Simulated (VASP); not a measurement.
The system is Al.

```
CELL_PARAMETERS angstrom
2.82708 0.00000 0.00000
-1.41354 2.44832 0.00000
0.00000 0.00000 9.18599
ATOMIC_POSITIONS crystal
Al 0.66667 0.33333 0.75000
Al 0.00000 0.00000 0.50000
Al 0.33333 0.66667 0.25000
Al 0.00000 0.00000 0.00000
```

| Quantity | Value |
| --- | --- |
| Program | VASP 6.6.1 |
| Task | relaxation of cell and atoms |
| Functional | PBEsol |
| Potentials or basis | VASP PAW PBE potentials, release 64 (Al) |
| Cutoff | 600 eV |
| k mesh | 11 × 11 × 3 |
| Occupations | fermi-dirac, width 0.05 eV |
| Spin | no spin polarisation |

At the start: pressure 2.0 GPa; volume 15.90 Å³/atom.

**Question.** How do energy, volume and symmetry change on relaxing?

**Answer.** Over 7 steps the energy falls by 3.8 meV/atom and the volume is 16.27 Å³/atom (+2.3 %); space group P6_3/mmc (No. 194, to 0.05 Å).

Step by step:
| step | energy change (eV) | largest force (eV/Å) | pressure (GPa) | volume (Å³) |
| --- | --- | --- | --- | --- |
| 1 | 0.0000 | 0.0000 | 2.02 | 63.58 |
| 2 | -0.0132 | 0.0000 | -0.42 | 65.44 |
| 3 | -0.0132 | 0.0000 | -0.27 | 65.32 |
| 4 | -0.0149 | 0.0000 | -0.17 | 65.23 |
| 5 | -0.0150 | 0.0000 | -0.14 | 65.20 |
| 6 | -0.0150 | 0.0000 | -0.14 | 65.20 |
| 7 | -0.0150 | 0.0000 | 0.04 | 65.06 |

Final structure:
```xyz
4
Lattice="2.8324 0.0000 0.0000 -1.4162 2.4529 0.0000 0.0000 0.0000 9.3652" Properties=species:S:1:pos:R:3 pbc="T T T"
Al    1.4162    0.8176    7.0239
Al    0.0000    0.0000    4.6826
Al    0.0000    1.6353    2.3413
Al    0.0000    0.0000    0.0000
```

Caveat: the PAW data sets were made with another functional, which shifts forces and pressure a little.
